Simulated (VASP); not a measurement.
# Ir (P4/mmm) in VASP: notebook

Ir is run at these levels: PBE; tasks: single point.

All numbers are computed with VASP 6.6.1; they aren't measurements. Logs are shortened: lines on timing, memory, paths and dates and some standing lists are left out, and cuts for length are marked.

## (1) The cell of the first run

It takes space group P4/mmm (No. 123, tetragonal). The conventional cell has a = 2.546 Å, b = 2.546 Å, c = 2.625 Å, α = 90.00°, β = 90.00°, γ = 90.00°. Within 3.4 Å of Ir (site symmetry 4/mmm) lie 6 Ir at 2.55 to 2.63 Å.

## (2) Single point, PBE

Input file INCAR:

```
SYSTEM = Ir
PREC = Accurate
ENCUT = 500
EDIFF = 1E-6
ISMEAR = 0
SIGMA = 0.1
LREAL = .FALSE.
LASPH = .TRUE.
NELM = 120
ALGO = Normal
ISIF = 2
LWAVE = .FALSE.
LCHARG = .TRUE.
GGA = PE
LELF = .TRUE.
LVHAR = .TRUE.
NBANDS = 10
GGA_COMPAT = .FALSE.
```

Input file KPOINTS:

```
regular mesh
0
G
  8 8 6
  0 0 0
```

Input file POSCAR:

```
Ir
1.0
    2.5464522703      0.0000000000      0.0000000000
    0.0000000000      2.5464522703      0.0000000000
    0.0000000000      0.0000000000      2.6251627661
Ir
1
Direct
    0.5000000000      0.5000000000      0.0000000000
```

Potentials or basis: VASP PAW PBE potentials, release 64 (Ir).

Launch:

```
> cat potpaw_PBE.64/Ir/POTCAR > POTCAR
> mpirun -np 1 vasp_std > vasp.out
```

OUTCAR:

```text
SYSTEM = Ir
   PREC = Accurate
   ENCUT = 500
   EDIFF = 1E-6
   ISMEAR = 0
   LREAL = .FALSE.
   LASPH = .TRUE.
   NELM = 120
   ISIF = 2
   GGA = PE

 ion  position               nearest neighbor table
   1  0.500  0.500  0.000-

  LATTYP: Found a simple tetragonal cell.
 ALAT       =     2.5464522703
 C/A-ratio  =     1.0309098650

  Lattice vectors:

 A1 = (   2.5464522703,   0.0000000000,   0.0000000000)
 A2 = (   0.0000000000,   2.5464522703,   0.0000000000)
 A3 = (   0.0000000000,   0.0000000000,   2.6251627661)

Analysis of symmetry for initial positions (statically):
=====================================================================
 Subroutine PRICEL returns:
 Original cell was already a primitive cell.

 Routine SETGRP: Setting up the symmetry group for a
 simple tetragonal supercell.

 Subroutine GETGRP returns: Found 16 space group operations
 (whereof 16 operations were pure point group operations)
 out of a pool of 16 trial point group operations.

The static configuration has the point symmetry D_4h.

Analysis of symmetry for dynamics (positions and initial velocities):
=====================================================================
 Subroutine PRICEL returns:
 Original cell was already a primitive cell.

 Routine SETGRP: Setting up the symmetry group for a
 simple tetragonal supercell.

 Subroutine GETGRP returns: Found 16 space group operations
 (whereof 16 operations were pure point group operations)
 out of a pool of 16 trial point group operations.

The dynamic configuration has the point symmetry D_4h.

 Subroutine INISYM returns: Found 16 space group operations
 (whereof 16 operations are pure point group operations),
 and found     1 'primitive' translations

----------------------------------------------------------------------------------------

                                     Primitive cell

  volume of cell :      17.0227

  direct lattice vectors                    reciprocal lattice vectors
     2.546452270  0.000000000  0.000000000     0.392703218  0.000000000  0.000000000
     0.000000000  2.546452270  0.000000000     0.000000000  0.392703218  0.000000000
     0.000000000  0.000000000  2.625162766     0.000000000  0.000000000  0.380928761

  length of vectors
     2.546452270  2.546452270  2.625162766     0.392703218  0.392703218  0.380928761

  position of ions in fractional coordinates (direct lattice)
     0.500000000  0.500000000  0.000000000

  ion indices of the primitive-cell ions
   primitive index   ion index
                 1           1

[... 72 lines left out ...]
   LREAL  =      F    real-space projection
   EDIFFG = 0.1E-04   stopping-criterion for IOM
   NSW    =      0    number of steps for IOM
   IBRION =     -1    ionic relax: 0-MD 1-quasi-New 2-CG
   NFREE  =      0    steps in history (QN), initial steepest desc. (CG)
   ISIF   =      2    stress and relaxation
   ISYM   =      2    0-nonsym 1-usesym 2-fastsym
   POTIM  = 0.5000    time-step for ionic-motion
   TEBEG  =    0.0;   TEEND  =   0.0 temperature during run
   PSTRESS=    0.0 pullay stress
   NELECT =       9.0000    total number of electrons
   NUPDOWN=      -1.0000    fix difference up-down
   EMIN   =  10.00;   EMAX   =-10.00  energy-range for DOS
   EFERMI =   0.00;   METHOD = LEGACY
   ISMEAR =     0;   SIGMA  =   0.10  broadening in eV -4-tet -1-fermi 0-gaus
   EFERMI_NEDOS =   21; number of points for ismear=-14 and -15
   IALGO  =     38    algorithm
   IMIX   =      4    mixing-type and parameters
     AMIX     =   0.40;   BMIX     =  1.00
     AMIX_MAG =   1.60;   BMIX_MAG =  1.00
  volume/ion in A,a.u.               =      17.02       114.87
  Fermi-wavevector in a.u.,A,eV,Ry     =   1.323772  2.501567 23.842477  1.752373
  Thomas-Fermi vector in A             =   2.453356
   LORBIT       =      0    0 simple, 1 ext, 2 COOP (PROOUT), +10 PAW based schemes
   GGA     = PE    functional components
   LHFCALC =     F    Hartree Fock is set to
   AEXX    =    0.0000 exact exchange contribution
   IVDW    =     0    specifies the selected vdW correction
   LEPSILON=     F    determine dielectric tensor
   LRPA    =     F    only Hartree local field effects (RPA)
 non-spin polarized calculation
 Gauss-broadening in eV      SIGMA  =   0.10
  energy-cutoff  :      500.00
  volume of cell :       17.02
 maximum number of plane-waves:       453
 NGX is ok and might be reduce to    20
   NGX =  9   NGY =  9   NGZ =  9

 number of electron       9.0000001 magnetization

 Free energy of the ion-electron system (eV)
  ---------------------------------------------------
  ext. energy  EPLUGINS =         0.00000000
  ---------------------------------------------------
  free energy    TOTEN  =        -7.80932159 eV

  energy without entropy =       -7.80060491  energy(sigma->0) =       -7.80496325

 E-fermi :   7.5126     XC(G=0): -12.7340

 val. band max:        7.4358056221   @ k =   0.1250   0.1250   0.1667
 cond. band min:       7.5334663983   @ k =   0.2500   0.0000   0.3333
 fundamental gap:      0.0976607762
 Fermi energy:         7.5125802020

 k-point     1 :       0.0000    0.0000    0.0000
  band No.  band energies     occupation
      1      -1.6762      2.00000
      2       1.3481      2.00000
      3       1.5966      2.00000
      4       8.6214      0.00000
      5       8.6214      0.00000
      6       8.8335      0.00000
      7      22.1082      0.00000
      8      23.4141      0.00000
      9      23.4141      0.00000
     10      28.8137      0.00000
[... 287 lines left out ...]
 k-point    24 :       0.5000    0.1250    0.1667
  band No.  band energies     occupation
      1       2.6355      2.00000
      2       3.5118      2.00000
      3       3.5472      2.00000
      4       5.0542      2.00000
      5       7.7779      0.00018
      6       9.9768      0.00000
      7      13.6637      0.00000
      8      24.3709      0.00000
      9      25.9547      0.00000
     10      26.1237      0.00000

 [... further k-points ...]
[... 5 lines left out ...]
  --------------------------------------------------------------------------------------
  -------------------------------------------------------------------------------------
  Total        0.0218245      0.0218245      0.0060555      0.0000000      0.0000000      0.0000000
  in kB        2.0541290      2.0541290      0.5699419      0.0000000      0.0000000      0.0000000
  external PRESSURE =       1.5594000 kB  Pullay stress =       0.0000000 kB

 VOLUME and BASIS-vectors are now :
 -----------------------------------------------------------------------------
  energy-cutoff  :      500.00
  volume of cell :       17.02
      direct lattice vectors                 reciprocal lattice vectors
     2.546452270  0.000000000  0.000000000     0.392703218  0.000000000  0.000000000
     0.000000000  2.546452270  0.000000000     0.000000000  0.392703218  0.000000000
     0.000000000  0.000000000  2.625162766     0.000000000  0.000000000  0.380928761

 POSITION                                       TOTAL-FORCE (eV/Angst)
 -----------------------------------------------------------------------------------
      1.27323      1.27323      0.00000         0.000000      0.000000      0.000000
 -----------------------------------------------------------------------------------
    total drift:                               -0.000000     -0.000000     -0.000000

  FREE ENERGIE OF THE ION-ELECTRON SYSTEM (eV)
  ---------------------------------------------------
  free  energy   TOTEN  =        -7.8093215886 eV

  energy  without entropy=       -7.8006049088  energy(sigma->0) =       -7.80496325
```

OSZICAR:

```text
N       E                     dE             d eps       ncg     rms          rms(c)
DAV:   1     0.445364801977E+02    0.44536E+02   -0.44181E+03  1208   0.804E+02
DAV:   2    -0.725198208468E+01   -0.51788E+02   -0.48957E+02  1210   0.182E+02
DAV:   3    -0.819709972477E+01   -0.94512E+00   -0.93321E+00  1434   0.299E+01
DAV:   4    -0.820534122204E+01   -0.82415E-02   -0.82395E-02  1396   0.265E+00
DAV:   5    -0.820549986993E+01   -0.15865E-03   -0.15864E-03  1448   0.342E-01    0.111E+01
DAV:   6    -0.785921203633E+01    0.34629E+00   -0.75278E-01  1390   0.989E+00    0.471E+00
DAV:   7    -0.781363580097E+01    0.45576E-01   -0.14952E-01  1572   0.393E+00    0.153E+00
DAV:   8    -0.781059025976E+01    0.30455E-02   -0.65540E-03  1320   0.106E+00    0.830E-01
DAV:   9    -0.780932654920E+01    0.12637E-02   -0.44672E-04  1304   0.240E-01    0.570E-02
DAV:  10    -0.780932122345E+01    0.53258E-05   -0.99819E-06  1440   0.317E-02    0.682E-03
DAV:  11    -0.780932158857E+01   -0.36512E-06   -0.31137E-07   774   0.484E-03
   1 F= -.78093216E+01 E0= -.78049632E+01  d E =-.871668E-02
```

Run time: 4.4 s. Hardware: 1 thread of AMD EPYC 9R45 (Zen 5), shared host; peak memory 0.1 GiB.

Results:

```
Free energy : -7.8093 eV
Pressure    : 0.2 GPa
```

Caveat: the k points lie up to 0.40 Å⁻¹ apart; spin-orbit coupling is left out, which moves the levels of the heavy elements.

## (3) Single point, PBE, collinear spin, ferromagnetic start

Input file INCAR:

```
  PREC = Accurate
  ENCUT = 500
  EDIFF = 1E-6
  ISMEAR = 0
  SIGMA = 0.1
  LREAL = F
  LASPH = T
  NELM = 200
  ALGO = Normal
  ISIF = 2
  LWAVE = F
  LCHARG = F
  ISPIN = 2
  MAGMOM = 1
  LORBIT = 11
  LMAXMIX = 4
  GGA = PE
  NBANDS = 14
  GGA_COMPAT = F
```

Input file KPOINTS:

```
Automatic mesh
0
Gamma
  6 6 6
```

POSCAR is that of step 2.

Potentials or basis: VASP PAW PBE potentials, release 64 (Ir).

Launch:

```
> cat potpaw_PBE.64/Ir/POTCAR > POTCAR
> mpirun -np 1 vasp_std > vasp.out
```

OUTCAR:

```text
PREC = Accurate
   ENCUT = 500
   EDIFF = 1E-6
   ISMEAR = 0
   LREAL = F
   LASPH = T
   NELM = 200
   ISIF = 2
   ISPIN = 2
   LORBIT = 11
   GGA = PE

 ion  position               nearest neighbor table
   1  0.500  0.500  0.000-

  LATTYP: Found a simple tetragonal cell.
 ALAT       =     2.5464522703
 C/A-ratio  =     1.0309098650

  Lattice vectors:

 A1 = (   2.5464522703,   0.0000000000,   0.0000000000)
 A2 = (   0.0000000000,   2.5464522703,   0.0000000000)
 A3 = (   0.0000000000,   0.0000000000,   2.6251627661)

Analysis of symmetry for initial positions (statically):
=====================================================================
 Subroutine PRICEL returns:
 Original cell was already a primitive cell.

 Routine SETGRP: Setting up the symmetry group for a
 simple tetragonal supercell.

 Subroutine GETGRP returns: Found 16 space group operations
 (whereof 16 operations were pure point group operations)
 out of a pool of 16 trial point group operations.

The static configuration has the point symmetry D_4h.

Analysis of symmetry for dynamics (positions and initial velocities):
=====================================================================
 Subroutine PRICEL returns:
 Original cell was already a primitive cell.

 Routine SETGRP: Setting up the symmetry group for a
 simple tetragonal supercell.

 Subroutine GETGRP returns: Found 16 space group operations
 (whereof 16 operations were pure point group operations)
 out of a pool of 16 trial point group operations.

The dynamic configuration has the point symmetry D_4h.

Analysis of structural, dynamic, and magnetic symmetry:
=====================================================================
 Subroutine PRICEL returns:
 Original cell was already a primitive cell.

 Routine SETGRP: Setting up the symmetry group for a
 simple tetragonal supercell.

 Subroutine GETGRP returns: Found 16 space group operations
 (whereof 16 operations were pure point group operations)
 out of a pool of 16 trial point group operations.

[... 154 lines left out ...]
 Fermi energy:         7.3113886137

 spin component 1

 k-point     1 :       0.0000    0.0000    0.0000
  band No.  band energies     occupation
      1      -1.6774      1.00000
      2       1.3706      1.00000
      3       1.5978      1.00000
      4       8.6062      0.00000
      5       8.6062      0.00000
      6       8.8395      0.00000
      7      22.1025      0.00000
      8      23.4110      0.00000
      9      23.4110      0.00000
     10      28.8075      0.00000
     11      31.5219      0.00000
     12      31.7798      0.00000
     13      35.5139      0.00000
     14      36.3314      0.00000
[... 379 lines left out ...]
      3       6.3229      1.00000
      4       6.8809      1.00000
      5       7.2470      0.81879
      6      10.7949      0.00000
      7      13.2939      0.00000
      8      20.7745      0.00000
      9      22.5437      0.00000
     10      28.2361      0.00000
     11      32.1144      0.00000
     12      32.3559      0.00000
     13      36.6978      0.00000
     14      36.9045      0.00000

 [... further k-points ...]

 spin component 2

 k-point     1 :       0.0000    0.0000    0.0000
  band No.  band energies     occupation
      1      -1.6772      1.00000
      2       1.3712      1.00000
      3       1.5982      1.00000
      4       8.6066      0.00000
      5       8.6066      0.00000
      6       8.8400      0.00000
      7      22.1027      0.00000
      8      23.4112      0.00000
      9      23.4112      0.00000
     10      28.8076      0.00000
     11      31.5221      0.00000
     12      31.7801      0.00000
     13      35.5143      0.00000
     14      36.3316      0.00000
[... 379 lines left out ...]
      3       6.3233      1.00000
      4       6.8812      1.00000
      5       7.2474      0.81735
      6      10.7951      0.00000
      7      13.2943      0.00000
      8      20.7748      0.00000
      9      22.5438      0.00000
     10      28.2364      0.00000
     11      32.1145      0.00000
     12      32.3562      0.00000
     13      36.6979      0.00000
     14      36.9047      0.00000

 [... further k-points ...]
[... 5 lines left out ...]
  --------------------------------------------------------------------------------------
  -------------------------------------------------------------------------------------
  Total        0.7808494      0.7808494     -0.7813770      0.0000000      0.0000000      0.0000000
  in kB       73.4937715     73.4937715    -73.5434318      0.0000000      0.0000000      0.0000000
  external PRESSURE =      24.4813704 kB  Pullay stress =       0.0000000 kB

 VOLUME and BASIS-vectors are now :
 -----------------------------------------------------------------------------
  energy-cutoff  :      500.00
  volume of cell :       17.02
      direct lattice vectors                 reciprocal lattice vectors
     2.546452270  0.000000000  0.000000000     0.392703218  0.000000000  0.000000000
     0.000000000  2.546452270  0.000000000     0.000000000  0.392703218  0.000000000
     0.000000000  0.000000000  2.625162766     0.000000000  0.000000000  0.380928761

 POSITION                                       TOTAL-FORCE (eV/Angst)
 -----------------------------------------------------------------------------------
      1.27323      1.27323      0.00000         0.000000      0.000000      0.000000
 -----------------------------------------------------------------------------------
    total drift:                               -0.000000     -0.000000     -0.000000

  FREE ENERGIE OF THE ION-ELECTRON SYSTEM (eV)
  ---------------------------------------------------
  free  energy   TOTEN  =        -7.6031727788 eV

  energy  without entropy=       -7.5920165987  energy(sigma->0) =       -7.59759469

 total charge

# of ion       s       p       d       tot
------------------------------------------
    1        0.693   0.539   7.018   8.251

 magnetization (x)

# of ion       s       p       d       tot
------------------------------------------
    1        0.000   0.000   0.000   0.000
```

stdout:

```text
POSCAR found type information on POSCAR Ir
 POSCAR found :  1 types and       1 ions
 scaLAPACK will be used
 LDA part: xc-table for (Slater+PW92), standard interpolation
 POSCAR, INCAR and KPOINTS ok, starting setup
 FFT: planning ... GRIDC
 FFT: planning ... GRID_SOFT
 FFT: planning ... GRID
 WAVECAR not read
 entering main loop
```

Wall time 8.9 s (1 thread of AMD EPYC 9R45 (Zen 5), shared host); peak memory 0.11 GiB.

What came out:

* Free energy: -7.6032 eV
* Pressure: 2.4 GPa
* Net moment: 0.00 μB per cell
* Valence electrons inside the program's atomic spheres: Ir 8.25

Stress tensor (GPa, compression positive):
```
 7.35  0.00  0.00
 0.00  7.35  0.00
 0.00  0.00 -7.35
```

Caveat: the k points lie up to 0.41 Å⁻¹ apart; spin-orbit coupling is left out, which moves the levels of the heavy elements.
